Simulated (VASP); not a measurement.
# Rh in VASP: further runs

Runs on Rh. Level: LDA. Tasks: electric field gradients.

Program: VASP 6.6.1. These are calculated values, not measurements. Logs are shortened: lines on timing, memory, paths and dates and some standing lists are left out, and cuts for length are marked.

### 1 The cell of the first run

It takes space group R-3m (No. 166, trigonal). The conventional cell has a = 2.703 Å, b = 2.703 Å, c = 6.521 Å, α = 90.00°, β = 90.00°, γ = 120.00°. Within 3.5 Å of Rh (site symmetry -3m) lie 12 Rh at 2.68 to 2.70 Å.

### 2 Electric field gradients, LDA (equal xy, yz and zx shear strains of -1 %)

The input, INCAR:

```
  ALGO = Normal
  EDIFF = 1E-8
  ENCUT = 520
  GGA = CA
  ISIF = 2
  ISMEAR = -1
  LASPH = T
  LCHARG = F
  LEFG = T
  LREAL = F
  LWAVE = F
  NBANDS = 14
  NELM = 80
  PREC = Accurate
  SIGMA = 0.03
```

The input, KPOINTS:

```
k-points
0
Gamma
  16 16 16
```

The input, POSCAR:

```
Rh
1.0
   -0.0190155000      1.8920422500      1.8920422500
    1.8920422500     -0.0190155000      1.8920422500
    1.8920422500      1.8920422500     -0.0190155000
Rh
1
Direct
    0.0000000000      0.0000000000      0.0000000000
```

Potentials or basis: VASP PAW LDA potentials, release 64 (Rh_pv).

Launch:

```sh
$ cat potpaw_LDA.64/Rh_pv/POTCAR > POTCAR
$ mpirun -np 1 vasp_std > vasp.out
```

OUTCAR:

```text
EDIFF = 1E-8
   ENCUT = 520
   GGA = CA
   ISIF = 2
   ISMEAR = -1
   LASPH = T
   LREAL = F
   NELM = 80
   PREC = Accurate

 ion  position               nearest neighbor table
   1  0.000  0.000  0.000-

  LATTYP: Found a trigonal (rhomboedric) cell.
 ALAT       =     2.6758193775
 COS(alpha) =     0.4899250057

  Lattice vectors:

 A1 = (  -0.0190155000,   1.8920422500,   1.8920422500)
 A2 = (   1.8920422500,  -0.0190155000,   1.8920422500)
 A3 = (   1.8920422500,   1.8920422500,  -0.0190155000)

Analysis of symmetry for initial positions (statically):
=====================================================================
 Subroutine PRICEL returns:
 Original cell was already a primitive cell.

 Routine SETGRP: Setting up the symmetry group for a
 trigonal (rhombohedral) supercell.

 Subroutine GETGRP returns: Found 12 space group operations
 (whereof 12 operations were pure point group operations)
 out of a pool of 12 trial point group operations.

The static configuration has the point symmetry D_3d.

Analysis of symmetry for dynamics (positions and initial velocities):
=====================================================================
 Subroutine PRICEL returns:
 Original cell was already a primitive cell.

 Routine SETGRP: Setting up the symmetry group for a
 trigonal (rhombohedral) supercell.

 Subroutine GETGRP returns: Found 12 space group operations
 (whereof 12 operations were pure point group operations)
 out of a pool of 12 trial point group operations.

The dynamic configuration has the point symmetry D_3d.

 Subroutine INISYM returns: Found 12 space group operations
 (whereof 12 operations are pure point group operations),
 and found     1 'primitive' translations

----------------------------------------------------------------------------------------

                                     Primitive cell

  volume of cell :      13.7506

  direct lattice vectors                    reciprocal lattice vectors
    -0.019015500  1.892042250  1.892042250    -0.260313822  0.262956602  0.262956602
     1.892042250 -0.019015500  1.892042250     0.262956602 -0.260313822  0.262956602
     1.892042250  1.892042250 -0.019015500     0.262956602  0.262956602 -0.260313822

  length of vectors
     2.675819377  2.675819377  2.675819377     0.453933514  0.453933514  0.453933514

  position of ions in fractional coordinates (direct lattice)
     0.000000000  0.000000000  0.000000000

  ion indices of the primitive-cell ions
   primitive index   ion index
                 1           1

----------------------------------------------------------------------------------------

 KPOINTS: k-points

Automatic generation of k-mesh.
 Grid dimensions read from file:
 generate k-points for:   16   16   16

 Generating k-lattice:

  Cartesian coordinates                     Fractional coordinates (reciprocal lattice)
    -0.016269614  0.016434788  0.016434788     0.062500000  0.000000000 -0.000000000
     0.016434788 -0.016269614  0.016434788     0.000000000  0.062500000 -0.000000000
     0.016434788  0.016434788 -0.016269614     0.000000000  0.000000000  0.062500000

  Length of vectors
     0.028370845  0.028370845  0.028370845

  Shift w.r.t. Gamma in fractional coordinates (k-lattice)
     0.000000000  0.000000000  0.000000000

 Subroutine IBZKPT returns following result:
 ===========================================

 Found    417 irreducible k-points:

 Following reciprocal coordinates:
            Coordinates               Weight
  0.000000  0.000000  0.000000      1.000000
  0.062500  0.000000  0.000000      6.000000
  0.125000  0.000000  0.000000      6.000000
  0.187500  0.000000  0.000000      6.000000
  0.250000  0.000000  0.000000      6.000000
  0.312500  0.000000  0.000000      6.000000
[... 16 lines left out ...]
 -0.125000  0.062500 -0.000000     12.000000
 -0.062500  0.062500  0.000000      6.000000
 [... further k-points ...]
   k-points           NKPTS =    417   k-points in BZ     NKDIM =    417   number of bands    NBANDS=     14
   number of dos      NEDOS =    301   number of ions     NIONS =      1
   total plane-waves  NPLWV =   8000
   dimension x,y,z NGX =    20 NGY =   20 NGZ =   20
   dimension x,y,z NGXF=    40 NGYF=   40 NGZF=   40
   ions per type =               1
   NGX,Y,Z   is equivalent  to a cutoff of  12.43, 12.43, 12.43 a.u.
   NGXF,Y,Z  is equivalent  to a cutoff of  24.85, 24.85, 24.85 a.u.
 SYSTEM =  unknown system
   PREC   = accura    normal or accurate (medium, high low for compatibility)
   ISTART =      0    job   : 0-new  1-cont  2-samecut
   ICHARG =      2    charge: 1-file 2-atom 10-const
   ISPIN  =      1    spin polarized calculation?
   LNONCOLLINEAR =      F non collinear calculations
   LSORBIT =      F    spin-orbit coupling
   LASPH  =      T    aspherical Exc in radial PAW
   ENCUT  =  520.0 eV  38.22 Ry    6.18 a.u.   4.98  4.98  4.98*2*pi/ulx,y,z
   NELM   =     80;   NELMIN=  2; NELMDL= -5     # of ELM steps
   EDIFF  = 0.1E-07   stopping-criterion for ELM
   LREAL  =      F    real-space projection
   EDIFFG = 0.1E-06   stopping-criterion for IOM
   NSW    =      0    number of steps for IOM
   IBRION =     -1    ionic relax: 0-MD 1-quasi-New 2-CG
   NFREE  =      0    steps in history (QN), initial steepest desc. (CG)
   ISIF   =      2    stress and relaxation
   ISYM   =      2    0-nonsym 1-usesym 2-fastsym
   POTIM  = 0.5000    time-step for ionic-motion
   TEBEG  =    0.0;   TEEND  =   0.0 temperature during run
   PSTRESS=    0.0 pullay stress
   NELECT =      15.0000    total number of electrons
   NUPDOWN=      -1.0000    fix difference up-down
   EMIN   =  10.00;   EMAX   =-10.00  energy-range for DOS
   EFERMI =   0.00;   METHOD = LEGACY
   ISMEAR =    -1;   SIGMA  =   0.03  broadening in eV -4-tet -1-fermi 0-gaus
   EFERMI_NEDOS =   21; number of points for ismear=-14 and -15
   IALGO  =     38    algorithm
   IMIX   =      4    mixing-type and parameters
     AMIX     =   0.40;   BMIX     =  1.00
     AMIX_MAG =   1.60;   BMIX_MAG =  1.00
  volume/ion in A,a.u.               =      13.75        92.79
  Fermi-wavevector in a.u.,A,eV,Ry     =   1.685253  3.184666 38.641595  2.840077
  Thomas-Fermi vector in A             =   2.768130
   LORBIT       =      0    0 simple, 1 ext, 2 COOP (PROOUT), +10 PAW based schemes
   GGA     = CA    functional components
   LHFCALC =     F    Hartree Fock is set to
   AEXX    =    0.0000 exact exchange contribution
   IVDW    =     0    specifies the selected vdW correction
   LEPSILON=     F    determine dielectric tensor
   LRPA    =     F    only Hartree local field effects (RPA)
 non-spin polarized calculation
  energy-cutoff  :      520.00
  volume of cell :       13.75
 maximum number of plane-waves:       380
   NGX =  9   NGY =  9   NGZ =  9

 number of electron      15.0000006 magnetization

 Free energy of the ion-electron system (eV)
  ---------------------------------------------------
  ext. energy  EPLUGINS =         0.00000000
  ---------------------------------------------------
  free energy    TOTEN  =        -8.66602190 eV

  energy without entropy =       -8.66150635  energy(sigma->0) =       -8.66376412

 E-fermi :  11.6965     XC(G=0): -14.3503

 val. band max:       11.6920984424   @ k =   0.3125   0.1875   0.1875
 cond. band min:      11.6968929038   @ k =  -0.2500  -0.2500   0.0625
 fundamental gap:      0.0047944614
 Fermi energy:        11.6965157001

 k-point     1 :       0.0000    0.0000    0.0000
  band No.  band energies     occupation
      1     -34.4578      2.00000
      2     -34.4578      2.00000
      3     -34.4519      2.00000
      4       3.6779      2.00000
      5       8.5325      2.00000
      6       8.5325      2.00000
      7       8.7231      2.00000
      8      10.7287      2.00000
      9      10.7287      2.00000
     10      27.6531      0.00000
     11      32.0586      0.00000
     12      32.9028      0.00000
     13      32.9028      0.00000
     14      33.3887      0.00000

 k-point     2 :       0.0625    0.0000    0.0000
  band No.  band energies     occupation
      1     -34.4862      2.00000
      2     -34.4614      2.00000
      3     -34.4565      2.00000
      4       3.8343      2.00000
      5       8.4766      2.00000
      6       8.5887      2.00000
      7       8.7740      2.00000
      8      10.6960      2.00000
      9      10.6967      2.00000
     10      27.8782      0.00000
[... 362 lines left out ...]
 k-point    24 :      -0.0625    0.0625    0.0000
  band No.  band energies     occupation
      1     -34.5257      2.00000
      2     -34.4777      2.00000
      3     -34.4593      2.00000
      4       4.0862      2.00000
      5       8.3439      2.00000
      6       8.6960      2.00000
      7       8.8786      2.00000
      8      10.5497      2.00000
      9      10.7628      2.00000
     10      28.2215      0.00000
     11      31.3038      0.00000
     12      32.0603      0.00000
     13      33.0721      0.00000
     14      34.1188      0.00000

 [... further k-points ...]
[... 5 lines left out ...]
  --------------------------------------------------------------------------------------
  -------------------------------------------------------------------------------------
  Total       -0.8836827     -0.8836827     -0.8836827      0.1685901      0.1685901      0.1685901
  in kB     -102.9642261   -102.9642261   -102.9642261     19.6436428     19.6436428     19.6436428
  external PRESSURE =    -102.9642261 kB  Pullay stress =       0.0000000 kB

 VOLUME and BASIS-vectors are now :
 -----------------------------------------------------------------------------
  energy-cutoff  :      520.00
  volume of cell :       13.75
      direct lattice vectors                 reciprocal lattice vectors
    -0.019015500  1.892042250  1.892042250    -0.260313822  0.262956602  0.262956602
     1.892042250 -0.019015500  1.892042250     0.262956602 -0.260313822  0.262956602
     1.892042250  1.892042250 -0.019015500     0.262956602  0.262956602 -0.260313822

 POSITION                                       TOTAL-FORCE (eV/Angst)
 -----------------------------------------------------------------------------------
      0.00000      0.00000      0.00000        -0.000000      0.000000      0.000000
 -----------------------------------------------------------------------------------
    total drift:                                0.000000      0.000000      0.000000

  FREE ENERGIE OF THE ION-ELECTRON SYSTEM (eV)
  ---------------------------------------------------
  free  energy   TOTEN  =        -8.6660218958 eV

  energy  without entropy=       -8.6615063523  energy(sigma->0) =       -8.66376412

 Electric field gradients (V/A^2)
---------------------------------------------------------------------
 ion       V_xx      V_yy      V_zz      V_xy      V_xz      V_yz
---------------------------------------------------------------------
   1       0.000    -0.000    -0.000    -1.399    -1.399    -1.399
---------------------------------------------------------------------

 Electric field gradients after diagonalization (V/A^2)
 (convention: |V_zz| > |V_xx| > |V_yy|)
----------------------------------------------------------------------
 ion       V_xx      V_yy      V_zz     asymmetry (V_yy - V_xx)/ V_zz
----------------------------------------------------------------------
   1       1.399     1.399    -2.798       0.000
----------------------------------------------------------------------

           NMR quadrupolar parameters

 Cq : quadrupolar parameter    Cq=e*Q*V_zz/h
 eta: asymmetry parameters     (V_yy - V_xx)/ V_zz
 Q  : nuclear electric quadrupole moment in mb (millibarn)
----------------------------------------------------------------------
 ion       Cq(MHz)       eta       Q (mb)
----------------------------------------------------------------------
   1      -0.007       0.000       1.000
----------------------------------------------------------------------
```

Wall time 100 s (1 thread of Intel Xeon 8259CL, shared host); peak memory 0.18 GiB.

Results:

```yaml
Free_energy: -8.6660 eV
Pressure: -10.3 GPa
Band_gap_on_the_k_mesh: zero (an odd number of electrons rules out a gap without spin polarisation)
Largest_electric_field_gradient_by_atom: Rh -2.8 V/Å²
```

Stress tensor (GPa, compression positive):
```
-10.30   1.96   1.96
  1.96 -10.30   1.96
  1.96   1.96 -10.30
```

Levels at points of the mesh, in eV from the Fermi level:
| k point | band 4 | band 5 | band 6 | band 7 | band 8 | band 9 | band 10 | band 11 |
| --- | --- | --- | --- | --- | --- | --- | --- | --- |
| (0.00, 0.00, 0.00) | -8.02 | -3.16 | -3.16 | -2.97 | -0.97 | -0.97 | 15.96 | 20.36 |
| (0.50, 0.00, 0.00) | -6.16 | -3.27 | -3.04 | 0.52 | 0.64 | 0.65 | 8.52 | 15.52 |
| (0.50, 0.50, 0.00) | -6.33 | -5.98 | 0.57 | 1.00 | 1.01 | 3.21 | 12.25 | 13.03 |
| (0.50, 0.50, 0.50) | -6.16 | -3.19 | -3.19 | 0.63 | 0.63 | 0.86 | 8.82 | 15.35 |

Electric field gradients, principal values (V/Å²):
```tsv
atom	least	middle	greatest (by size)
1 Rh	1.399	1.399	-2.798
```

Caveat: the cell differs from its parent crystal (equal xy, yz and zx shear strains of -1 %); the cell stands under tension; without QUAD_EFG the Cq values of the log hold for a quadrupole moment of 1 mb, not for the nuclei.

### 3 Electric field gradients, LDA (equal xy, yz and zx shear strains of +2 %)

The input, INCAR:

```
SYSTEM = Rh
PREC = Accurate
ENCUT = 520
EDIFF = 1E-8
ISMEAR = -1
SIGMA = 0.03
LREAL = .FALSE.
LASPH = .TRUE.
NELM = 60
ALGO = Normal
ISIF = 2
LWAVE = .FALSE.
LCHARG = .FALSE.
GGA = CA
LEFG = .TRUE.
NBANDS = 14
```

The input, KPOINTS:

```
Automatic mesh
0
G
  16 16 16
  0 0 0
```

The input, POSCAR:

```
Rh
1.0
    0.0380310000      1.9205655000      1.9205655000
    1.9205655000      0.0380310000      1.9205655000
    1.9205655000      1.9205655000      0.0380310000
Rh
1
Direct
    0.0000000000      0.0000000000      0.0000000000
```

Potentials or basis: VASP PAW LDA potentials, release 64 (Rh_pv).

Launch:

```sh
$ cat potpaw_LDA.64/Rh_pv/POTCAR > POTCAR
$ mpirun -np 1 vasp_std > vasp.out
```

OUTCAR:

```text
SYSTEM = Rh
   PREC = Accurate
   ENCUT = 520
   EDIFF = 1E-8
   ISMEAR = -1
   LREAL = .FALSE.
   LASPH = .TRUE.
   NELM = 60
   ISIF = 2
   GGA = CA

 ion  position               nearest neighbor table
   1  0.000  0.000  0.000-

  LATTYP: Found a trigonal (rhomboedric) cell.
 ALAT       =     2.7163560217
 COS(alpha) =     0.5197000882

  Lattice vectors:

 A1 = (   0.0380310000,   1.9205655000,   1.9205655000)
 A2 = (   1.9205655000,   0.0380310000,   1.9205655000)
 A3 = (   1.9205655000,   1.9205655000,   0.0380310000)

Analysis of symmetry for initial positions (statically):
=====================================================================
 Subroutine PRICEL returns:
 Original cell was already a primitive cell.

 Routine SETGRP: Setting up the symmetry group for a
 trigonal (rhombohedral) supercell.

 Subroutine GETGRP returns: Found 12 space group operations
[... 588 lines left out ...]

 VOLUME and BASIS-vectors are now :
 -----------------------------------------------------------------------------
  energy-cutoff  :      520.00
  volume of cell :       13.75
      direct lattice vectors                 reciprocal lattice vectors
     0.038031000  1.920565500  1.920565500    -0.268203298  0.262995467  0.262995467
     1.920565500  0.038031000  1.920565500     0.262995467 -0.268203298  0.262995467
     1.920565500  1.920565500  0.038031000     0.262995467  0.262995467 -0.268203298

 POSITION                                       TOTAL-FORCE (eV/Angst)
 -----------------------------------------------------------------------------------
      0.00000      0.00000      0.00000         0.000000      0.000000     -0.000000
 -----------------------------------------------------------------------------------
    total drift:                                0.000000      0.000000      0.000000

  FREE ENERGIE OF THE ION-ELECTRON SYSTEM (eV)
  ---------------------------------------------------
  free  energy   TOTEN  =        -8.6591954771 eV

  energy  without entropy=       -8.6548075176  energy(sigma->0) =       -8.65700150

 Electric field gradients (V/A^2)
---------------------------------------------------------------------
 ion       V_xx      V_yy      V_zz      V_xy      V_xz      V_yz
---------------------------------------------------------------------
   1       0.000     0.000    -0.000     1.806     1.806     1.806
---------------------------------------------------------------------

 Electric field gradients after diagonalization (V/A^2)
 (convention: |V_zz| > |V_xx| > |V_yy|)
----------------------------------------------------------------------
 ion       V_xx      V_yy      V_zz     asymmetry (V_yy - V_xx)/ V_zz
----------------------------------------------------------------------
   1      -1.806    -1.806     3.612       0.000
----------------------------------------------------------------------

           NMR quadrupolar parameters

 Cq : quadrupolar parameter    Cq=e*Q*V_zz/h
 eta: asymmetry parameters     (V_yy - V_xx)/ V_zz
 Q  : nuclear electric quadrupole moment in mb (millibarn)
----------------------------------------------------------------------
 ion       Cq(MHz)       eta       Q (mb)
----------------------------------------------------------------------
   1       0.009       0.000       1.000
----------------------------------------------------------------------
```

Wall time 99 s (1 thread of Intel Xeon 8259CL, shared host); peak memory 0.18 GiB.

What came out:

* Free energy: -8.6592 eV
* Pressure: -10.0 GPa
* Band gap on the k mesh: zero (an odd number of electrons rules out a gap without spin polarisation)
* Largest electric field gradient by atom: Rh +3.6 V/Å²

Stress tensor (GPa, compression positive):
```
-10.00  -3.74  -3.74
 -3.74 -10.00  -3.74
 -3.74  -3.74 -10.00
```

Levels at points of the mesh, in eV from the Fermi level:
| k point | band 4 | band 5 | band 6 | band 7 | band 8 | band 9 | band 10 | band 11 |
| --- | --- | --- | --- | --- | --- | --- | --- | --- |
| (0.00, 0.00, 0.00) | -8.02 | -3.34 | -2.99 | -2.99 | -0.96 | -0.96 | 15.94 | 20.36 |
| (0.50, 0.00, 0.00) | -6.16 | -3.39 | -2.96 | 0.49 | 0.73 | 0.81 | 8.75 | 15.40 |
| (0.50, 0.50, 0.00) | -6.33 | -5.98 | 0.55 | 1.00 | 1.03 | 3.22 | 12.26 | 12.85 |
| (0.50, 0.50, 0.50) | -6.18 | -3.12 | -3.12 | 0.41 | 0.53 | 0.53 | 8.14 | 15.72 |

Electric field gradients, principal values (V/Å²):
```csv
atom,least,middle,greatest (by size)
1 Rh,-1.806,-1.806,3.612
```

Caveat: the cell differs from its parent crystal (equal xy, yz and zx shear strains of +2 %); the cell stands under tension; without QUAD_EFG the Cq values of the log hold for a quadrupole moment of 1 mb, not for the nuclei.

(Part 1 of 2 ends here.)
